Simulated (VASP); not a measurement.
Wanted: the native input for a VASP 6.6.1 run.

| Quantity | Value |
| --- | --- |
| Task | single point |
| Functional | PBE |
| Potentials or basis | VASP PAW PBE potentials, release 64 (Ta_pv, N) |
| Cutoff | 520 eV |
| k mesh | 12 × 12 × 1 |
| Occupations | gaussian, width 0.1 eV |
| Spin | no spin polarisation |
| Dipole correction | yes |
| Further INCAR settings | ALGO = Normal; EDIFF = 1e-06; NBANDS = 51 |

The structure of TaN lies in POSCAR:

```
TaN
1.0
    2.8977716015      0.0000000000      0.0000000000
    0.0000000000      2.9501846798      0.0000000000
    0.0000000000      0.0000000000     26.9230294331
Ta N
5 5
Direct
    0.5000000000      0.5000000000      0.2796951670
    0.5000000000      0.0000000000      0.3740201932
    0.5000000000      0.5000000000      0.4692622867
    0.5000000000      0.0000000000      0.5644195878
    0.5000000000      0.5000000000      0.6653902758
    0.0000000000      0.5000000000      0.3426727568
    0.0000000000      0.0000000000      0.4371744504
    0.0000000000      0.5000000000      0.5317803241
    0.0000000000      0.0000000000      0.6242483779
    0.0000000000      0.5000000000      0.7113365804
```

One way to write it, as run:

INCAR

```
SYSTEM = TaN
PREC     = Accurate       ! precision mode
ENCUT    = 520            ! plane-wave cutoff, eV
EDIFF    = 1E-6           ! SCF threshold, eV
ISMEAR   = 0              ! smearing method
SIGMA    = 0.1            ! smearing width, eV
LREAL    = .False.        ! projectors in reciprocal space
LASPH    = .True.         ! aspherical terms in the spheres
NELM     = 60             ! most SCF steps
ALGO     = Normal         ! electronic algorithm
ISIF     = 2              ! what is computed and relaxed
LWAVE    = .False.        ! write WAVECAR
LCHARG   = .False.        ! write CHGCAR
LDIPOL   = .True.       
IDIPOL   = 3            
DIPOL    = 0.5 0.5 0.500
GGA      = PE             ! functional
NBANDS   = 51             ! bands
```

KPOINTS

```
regular mesh
0
Gamma
  12 12 1
  0 0 0
```

Potentials or basis: VASP PAW PBE potentials, release 64 (Ta_pv, N).

The run is started by

```console
$ cat potpaw_PBE.64/Ta_pv/POTCAR potpaw_PBE.64/N/POTCAR > POTCAR
$ mpirun -np 1 vasp_std > vasp.out
```

Results of the run:

```json
{
 "Largest force": "0.178 eV/Å",
 "Band gap on the k mesh": "zero (band 40 reaches 0.80 eV, above the bottom of band 41 at 0.13 eV)"
}
```

Caveat: spin-orbit coupling is left out, which moves the levels of the heavy elements.

Wall time 40 min on 1 thread of Intel(R) Xeon(R) Platinum 8375C CPU @ 2.90GHz (Ice Lake), with other jobs on the host, peak memory 0.6 GiB.
